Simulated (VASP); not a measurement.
# Na (Pm-3m) in VASP: a series of runs, part 3 of 3

VASP 6.6.1.

**5. Single point, LDA (volume scaled by 0.68)**

Input file INCAR:

```
SYSTEM = Na
ALGO = Normal ; EDIFF = 1E-6
ENCUT = 520 ; ISIF = 2
ISMEAR = -1 ; LASPH = .True.
LCHARG = .False. ; LREAL = .False.
LWAVE = .False. ; NBANDS = 10
NELM = 80 ; PREC = Accurate
SIGMA = 0.05
```

Input file KPOINTS:

```
k-points
0
Gamma
  12 12 12
  0 0 0
```

Input file POSCAR:

```
Na
1.0
    2.8960003197      0.0000000000      0.0000000000
    0.0000000000      2.8960003197      0.0000000000
    0.0000000000      0.0000000000      2.8960003197
Na
1
Direct
    0.0000000000      0.0000000000      0.0000000000
```

Potentials or basis: VASP PAW LDA potentials, release 64 (Na_pv).

The run is started by

```sh
$ cat potpaw_LDA.64/Na_pv/POTCAR > POTCAR
$ mpirun -np 1 vasp_std > vasp.out
```

OUTCAR:

```text
SYSTEM = Na
   EDIFF = 1E-6
   ENCUT = 520
   ISIF = 2
   ISMEAR = -1
   LASPH = .True.
   LREAL = .False.
   NELM = 80
   PREC = Accurate

 ion  position               nearest neighbor table
   1  0.000  0.000  0.000-

  LATTYP: Found a simple cubic cell.
 ALAT       =     2.8960003197

  Lattice vectors:

 A1 = (   2.8960003197,   0.0000000000,   0.0000000000)
 A2 = (   0.0000000000,   2.8960003197,   0.0000000000)
 A3 = (   0.0000000000,   0.0000000000,   2.8960003197)

Analysis of symmetry for initial positions (statically):
=====================================================================
 Subroutine PRICEL returns:
 Original cell was already a primitive cell.

 Routine SETGRP: Setting up the symmetry group for a
 simple cubic supercell.

 Subroutine GETGRP returns: Found 48 space group operations
 (whereof 48 operations were pure point group operations)
 out of a pool of 48 trial point group operations.

The static configuration has the point symmetry O_h .

Analysis of symmetry for dynamics (positions and initial velocities):
=====================================================================
 Subroutine PRICEL returns:
 Original cell was already a primitive cell.

 Routine SETGRP: Setting up the symmetry group for a
 simple cubic supercell.

 Subroutine GETGRP returns: Found 48 space group operations
 (whereof 48 operations were pure point group operations)
 out of a pool of 48 trial point group operations.

The dynamic configuration has the point symmetry O_h .

 Subroutine INISYM returns: Found 48 space group operations
 (whereof 48 operations are pure point group operations),
 and found     1 'primitive' translations

----------------------------------------------------------------------------------------

                                     Primitive cell

  volume of cell :      24.2882

  direct lattice vectors                    reciprocal lattice vectors
     2.896000320  0.000000000  0.000000000     0.345303829  0.000000000  0.000000000
     0.000000000  2.896000320  0.000000000     0.000000000  0.345303829  0.000000000
     0.000000000  0.000000000  2.896000320     0.000000000  0.000000000  0.345303829

  length of vectors
     2.896000320  2.896000320  2.896000320     0.345303829  0.345303829  0.345303829

  position of ions in fractional coordinates (direct lattice)
     0.000000000  0.000000000  0.000000000

  ion indices of the primitive-cell ions
   primitive index   ion index
                 1           1

----------------------------------------------------------------------------------------

 KPOINTS: k-points

Automatic generation of k-mesh.
 Grid dimensions read from file:
 generate k-points for:   12   12   12

 Generating k-lattice:

  Cartesian coordinates                     Fractional coordinates (reciprocal lattice)
     0.028775319  0.000000000  0.000000000     0.083333333  0.000000000  0.000000000
     0.000000000  0.028775319  0.000000000     0.000000000  0.083333333  0.000000000
     0.000000000  0.000000000  0.028775319     0.000000000  0.000000000  0.083333333

  Length of vectors
     0.028775319  0.028775319  0.028775319

  Shift w.r.t. Gamma in fractional coordinates (k-lattice)
     0.000000000  0.000000000  0.000000000

 Subroutine IBZKPT returns following result:
 ===========================================

 Found     84 irreducible k-points:

 Following reciprocal coordinates:
            Coordinates               Weight
  0.000000  0.000000  0.000000      1.000000
  0.083333  0.000000  0.000000      6.000000
  0.166667  0.000000  0.000000      6.000000
  0.250000  0.000000  0.000000      6.000000
  0.333333  0.000000  0.000000      6.000000
  0.416667  0.000000  0.000000      6.000000
[... 16 lines left out ...]
  0.333333  0.333333  0.000000     12.000000
  0.416667  0.333333  0.000000     24.000000
 [... further k-points ...]
   k-points           NKPTS =     84   k-points in BZ     NKDIM =     84   number of bands    NBANDS=     10
   number of dos      NEDOS =    301   number of ions     NIONS =      1
   total plane-waves  NPLWV =  13824
   dimension x,y,z NGX =    24 NGY =   24 NGZ =   24
   dimension x,y,z NGXF=    48 NGYF=   48 NGZF=   48
   ions per type =               1
   NGX,Y,Z   is equivalent  to a cutoff of  13.78, 13.78, 13.78 a.u.
   NGXF,Y,Z  is equivalent  to a cutoff of  27.55, 27.55, 27.55 a.u.
 SYSTEM =  Na
   PREC   = accura    normal or accurate (medium, high low for compatibility)
   ISTART =      0    job   : 0-new  1-cont  2-samecut
   ICHARG =      2    charge: 1-file 2-atom 10-const
   ISPIN  =      1    spin polarized calculation?
   LNONCOLLINEAR =      F non collinear calculations
   LSORBIT =      F    spin-orbit coupling
   LASPH  =      T    aspherical Exc in radial PAW
   ENCUT  =  520.0 eV  38.22 Ry    6.18 a.u.   5.38  5.38  5.38*2*pi/ulx,y,z
   NELM   =     80;   NELMIN=  2; NELMDL= -5     # of ELM steps
   EDIFF  = 0.1E-05   stopping-criterion for ELM
   LREAL  =      F    real-space projection
   EDIFFG = 0.1E-04   stopping-criterion for IOM
   NSW    =      0    number of steps for IOM
   IBRION =     -1    ionic relax: 0-MD 1-quasi-New 2-CG
   NFREE  =      0    steps in history (QN), initial steepest desc. (CG)
   ISIF   =      2    stress and relaxation
   ISYM   =      2    0-nonsym 1-usesym 2-fastsym
   POTIM  = 0.5000    time-step for ionic-motion
   TEBEG  =    0.0;   TEEND  =   0.0 temperature during run
   PSTRESS=    0.0 pullay stress
   NELECT =       7.0000    total number of electrons
   NUPDOWN=      -1.0000    fix difference up-down
   EMIN   =  10.00;   EMAX   =-10.00  energy-range for DOS
   EFERMI =   0.00;   METHOD = LEGACY
   ISMEAR =    -1;   SIGMA  =   0.05  broadening in eV -4-tet -1-fermi 0-gaus
   EFERMI_NEDOS =   21; number of points for ismear=-14 and -15
   IALGO  =     38    algorithm
   IMIX   =      4    mixing-type and parameters
     AMIX     =   0.40;   BMIX     =  1.00
     AMIX_MAG =   1.60;   BMIX_MAG =  1.00
  volume/ion in A,a.u.               =      24.29       163.91
  Fermi-wavevector in a.u.,A,eV,Ry     =   1.081373  2.043499 15.910215  1.169368
  Thomas-Fermi vector in A             =   2.217388
   LORBIT       =      0    0 simple, 1 ext, 2 COOP (PROOUT), +10 PAW based schemes
   GGA     = CA    functional components
   LHFCALC =     F    Hartree Fock is set to
   AEXX    =    0.0000 exact exchange contribution
   IVDW    =     0    specifies the selected vdW correction
   LEPSILON=     F    determine dielectric tensor
   LRPA    =     F    only Hartree local field effects (RPA)
 non-spin polarized calculation
  energy-cutoff  :      520.00
  volume of cell :       24.29
 maximum number of plane-waves:       672
 NGX is ok and might be reduce to    24
   NGX = 11   NGY = 11   NGZ = 11

 number of electron       7.0000010 magnetization

 Free energy of the ion-electron system (eV)
  ---------------------------------------------------
  ext. energy  EPLUGINS =         0.00000000
  ---------------------------------------------------
  free energy    TOTEN  =        -1.18127199 eV

  energy without entropy =       -1.17684656  energy(sigma->0) =       -1.17905927

 E-fermi :   1.6875     XC(G=0):  -8.0387

 val. band max:        1.6777823541   @ k =   0.5000   0.0833   0.0000
 cond. band min:       1.7244791671   @ k =   0.4167   0.2500   0.0833
 fundamental gap:      0.0466968130
 Fermi energy:         1.6874899863

 k-point     1 :       0.0000    0.0000    0.0000
  band No.  band energies     occupation
      1     -23.3271      2.00000
      2     -23.3271      2.00000
      3     -23.3271      2.00000
      4      -2.5979      2.00000
      5      12.0566      0.00000
      6      12.0566      0.00000
      7      14.8605      0.00000
      8      14.8605      0.00000
      9      14.8605      0.00000
     10      19.4308      0.00000
[... 287 lines left out ...]
 k-point    24 :       0.4167    0.3333    0.0000
  band No.  band energies     occupation
      1     -23.5080      2.00000
      2     -23.4642      2.00000
      3     -23.2955      2.00000
      4       2.4125      0.00000
      5       5.3288      0.00000
      6       8.0211      0.00000
      7      10.9882      0.00000
      8      18.3921      0.00000
      9      19.8631      0.00000
     10      20.5391      0.00000

 [... further k-points ...]

------------------------ aborting loop because EDIFF is reached ----------------------------------------

  FORCE on cell =-STRESS in cart. coord.  units (eV):
  Direction    XX          YY          ZZ          XY          YZ          ZX
  --------------------------------------------------------------------------------------
  -------------------------------------------------------------------------------------
  Total        0.8628759      0.8628759      0.8628759      0.0000000      0.0000000     -0.0000000
  in kB       56.9197674     56.9197674     56.9197674      0.0000000      0.0000000     -0.0000000
  external PRESSURE =      56.9197674 kB  Pullay stress =       0.0000000 kB

 VOLUME and BASIS-vectors are now :
 -----------------------------------------------------------------------------
  energy-cutoff  :      520.00
  volume of cell :       24.29
      direct lattice vectors                 reciprocal lattice vectors
     2.896000320  0.000000000  0.000000000     0.345303829  0.000000000  0.000000000
     0.000000000  2.896000320  0.000000000     0.000000000  0.345303829  0.000000000
     0.000000000  0.000000000  2.896000320     0.000000000  0.000000000  0.345303829

 POSITION                                       TOTAL-FORCE (eV/Angst)
 -----------------------------------------------------------------------------------
      0.00000      0.00000      0.00000         0.000000      0.000000      0.000000
 -----------------------------------------------------------------------------------
    total drift:                                0.000000     -0.000000      0.000000

  FREE ENERGIE OF THE ION-ELECTRON SYSTEM (eV)
  ---------------------------------------------------
  free  energy   TOTEN  =        -1.1812719923 eV

  energy  without entropy=       -1.1768465556  energy(sigma->0) =       -1.17905927
```

It took 3.9 s on 1 thread of Intel Xeon 6975P-C (Granite Rapids), shared host; peak memory 0.12 GiB.

What came out:

```yaml
Free_energy: -1.1813 eV
Pressure: 5.7 GPa
```

Levels at points of the mesh, in eV from the Fermi level:
```
           k point  band 1  band 2  band 3  band 4  band 5  band 6
(0.00, 0.00, 0.00)  -25.01  -25.01  -25.01   -4.29   10.37   10.37
(0.50, 0.00, 0.00)  -25.24  -25.00  -25.00   -0.12    0.59   13.41
(0.50, 0.50, 0.00)  -25.20  -25.20  -24.98    3.51    4.15    4.15
(0.50, 0.50, 0.50)  -25.17  -25.17  -25.17    7.16    7.16    7.16
```
